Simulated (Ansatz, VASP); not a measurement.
# Sr3Zn2H in VASP and in Ansatz

```xyz
6
Lattice="5.7078 0.0000 0.0000 -2.8539 4.9431 0.0000 0.0000 0.0000 6.1856" Properties=species:S:1:pos:R:3 pbc="T T T"
Sr    0.0000    3.2954    3.0928
Sr    2.8539    1.6477    3.0928
Sr    0.0000    0.0000    0.0000
Zn    0.0000    3.2954    0.0000
Zn    2.8539    1.6477    0.0000
H     0.0000    0.0000    3.0928
```

Alike in both runs: functional PBE; k mesh 6 × 6 × 4; occupations gaussian, width 0.1 eV; no spin polarisation.

Ansatz relaxed the structure, and its values are those at the end. VASP's run is a single point on that final structure, the one shown.

```csv
,VASP,Ansatz
version,VASP 6.6.1,Ansatz 0.2.0
potentials or method,"VASP PAW PBE potentials, release 64 (Sr_sv, Zn, H), cutoff 520 eV","scalar-relativistic, plane waves, PAW"
valence electrons in the cell,55,55
```

```csv
,VASP,Ansatz,Ansatz less VASP
gap on the k mesh at the Fermi level (eV),none,none,-
pressure (GPa),0.1,0.1,-0.06
```

A gap of «none» marks a metal or a gap that the smearing closes.
